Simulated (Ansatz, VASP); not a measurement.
Two plane-wave programs on ZrN

INCAR

```
SYSTEM = ZrN
ALGO     = Normal         ! electronic algorithm
EDIFF    = 1E-6           ! SCF threshold, eV
ENCUT    = 600            ! plane-wave cutoff, eV
GGA      = PE             ! functional
GGA_COMPAT= .False.      
ISIF     = 2              ! what is computed and relaxed
ISMEAR   = 0              ! smearing method
LASPH    = .True.         ! aspherical terms in the spheres
LCHARG   = .True.         ! write CHGCAR
LELF     = .True.         ! ELF
LREAL    = .False.        ! projectors in reciprocal space
LVHAR    = .True.       
LWAVE    = .False.        ! write WAVECAR
NBANDS   = 34             ! bands
NELM     = 120            ! most SCF steps
PREC     = Accurate       ! precision mode
SIGMA    = 0.1            ! smearing width, eV
```

KPOINTS

```
k-points
0
Gamma
  21 21 12
  0 0 0
```

Contents of POSCAR:

```
ZrN
1.0
    3.2489751569      0.0000002883      0.0000000000
   -1.6244878282      2.8136948780      0.0000000000
    0.0000000000      0.0000000000      7.9581550894
Zr N
3 3
Direct
    0.0000000000      0.0000000000      0.0000000000
    0.3333333333      0.6666666667      0.3333333333
    0.6666666667      0.3333333333      0.6666666667
    0.6666666667      0.3333333333      0.1666666667
    0.0000000000      0.0000000000      0.5000000000
    0.3333333333      0.6666666667      0.8333333333
```

Input for Ansatz:

```yaml
crystal:
  lattice:
    - [3.2489751564, 2.883e-07, 0.0]
    - [-1.6244878279, 2.8136948775, 0.0]
    - [0.0, 0.0, 7.9581550943]
  atoms:
    - { symbol: Zr, position: [0.0, 0.0, 0.0] }
    - { symbol: "N", position: [0.6666666667, 0.3333333333, 0.1666666667] }
    - { symbol: Zr, position: [0.3333333333, 0.6666666667, 0.3333333333] }
    - { symbol: "N", position: [0.0, 0.0, 0.5] }
    - { symbol: Zr, position: [0.6666666667, 0.3333333333, 0.6666666667] }
    - { symbol: "N", position: [0.3333333333, 0.6666666667, 0.8333333333] }
basis:
  ecutwfc: 420
kpoints:
  mp_grid: { grid: [21, 21, 12] }
hamiltonian:
  xc: pbe
scf:
  occupations: { method: gaussian, width: 0.1 }
output:
  forces: true
  stress: true
  eigenvalues: true
```

Alike in both runs: task single point; functional PBE; k mesh 21 × 21 × 12; occupations gaussian, width 0.1 eV; no spin polarisation.

```csv
,VASP,Ansatz
version,VASP 6.6.1,Ansatz 0.2.0
potentials or method,"VASP PAW PBE potentials, release 64 (Zr_sv, N), cutoff 600 eV","scalar-relativistic, plane waves, PAW"
valence electrons in the cell,51,51
```

|  | VASP | Ansatz | Ansatz less VASP |
| --- | --- | --- | --- |
| gap on the k mesh at the Fermi level (eV) | none | none | - |
| pressure (GPa) | 0.1 | 0.0 | -0.14 |

A gap of «none» marks a metal or a gap that the smearing closes. With one functional, cell and mesh, what is left measures potentials, basis and numerics.
